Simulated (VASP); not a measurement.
A run of VASP 6.6.1 is set up as follows.

Contents of INCAR:

```
PREC = Accurate ; ENCUT = 520
EDIFF = 1E-6 ; ISMEAR = 0
SIGMA = 0.05 ; LREAL = False
LASPH = True ; NELM = 80
ALGO = Normal ; ISIF = 2
LWAVE = False ; LCHARG = False
GGA = PE ; NBANDS = 17
```

File KPOINTS:

```
regular mesh
0
Gamma
  6 6 6
```

File POSCAR:

```
PbSe
1.0
    0.0000000000      3.0842268718      3.0842268718
    3.0842268718      0.0000000000      3.0842268718
    3.0842268718      3.0842268718      0.0000000000
Pb Se
1 1
Direct
    0.5000000000      0.5000000000      0.5000000000
    0.0000000000      0.0000000000      0.0000000000
```

Potentials or basis: VASP PAW PBE potentials, release 64 (Pb_d, Se).

The run is started by

```console
$ cat potpaw_PBE.64/Pb_d/POTCAR potpaw_PBE.64/Se/POTCAR > POTCAR
$ mpirun -np 1 vasp_std > vasp.out
```

(1) Estimate the pressure.

(2) Estimate the band gap on the k mesh.

Results:

(1) 1.1 GPa.

(2) 0.37 eV, direct.

Caveat: spin-orbit coupling is left out, which moves the levels of the heavy elements.
